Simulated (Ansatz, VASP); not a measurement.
**One calculation of ZrC, two programs**

Contents of INCAR:

```
ALGO = Normal
EDIFF = 1E-6
ENCUT = 520
GGA = PS
ISIF = 2
ISMEAR = 0
LASPH = True
LCHARG = False
LREAL = False
LWAVE = False
NBANDS = 15
NELM = 100
PREC = Accurate
SIGMA = 0.1
```

File KPOINTS:

```
k-points
0
Gamma
  16 16 16
```

File POSCAR:

```
ZrC
1.0
    0.0000000000      2.2869054201      2.2869054201
    2.2869054201      0.0000000000      2.2869054201
    2.2869054201      2.2869054201      0.0000000000
Zr C
1 1
Direct
    0.5000000000      0.5000000000      0.5000000000
    0.0000000000      0.0000000000      0.0000000000
```

Input for Ansatz:

```yaml
crystal:
  lattice:
    - [0.0, 2.2869054201, 2.2869054201]
    - [2.2869054201, 0.0, 2.2869054201]
    - [2.2869054201, 2.2869054201, 0.0]
  atoms:
    - { symbol: Zr, position: [0.5, 0.5, 0.5] }
    - { symbol: C, position: [0.0, 0.0, 0.0] }
basis:
  ecutwfc: 420
kpoints:
  mp_grid: { grid: [16, 16, 16] }
hamiltonian:
  xc: pbesol
scf:
  occupations: { method: gaussian, width: 0.1 }
output:
  forces: true
  stress: true
  eigenvalues: true
```

Alike in both runs: task single point; functional PBEsol; k mesh 16 × 16 × 16; occupations gaussian, width 0.1 eV; no spin polarisation.

|  | VASP | Ansatz |
| --- | --- | --- |
| version | VASP 6.6.1 | Ansatz 0.2.0 |
| potentials or method | VASP PAW PBE potentials, release 64 (Zr_sv, C), cutoff 520 eV | scalar-relativistic, plane waves, PAW |
| valence electrons in the cell | 16 | 16 |

```csv
,VASP,Ansatz,Ansatz less VASP
gap on the k mesh at the Fermi level (eV),none,none,-
pressure (GPa),16.9,16.5,-0.45
```

VASP's potentials were made for PBE, not for PBEsol. A gap of «none» marks a metal or a gap that the smearing closes.
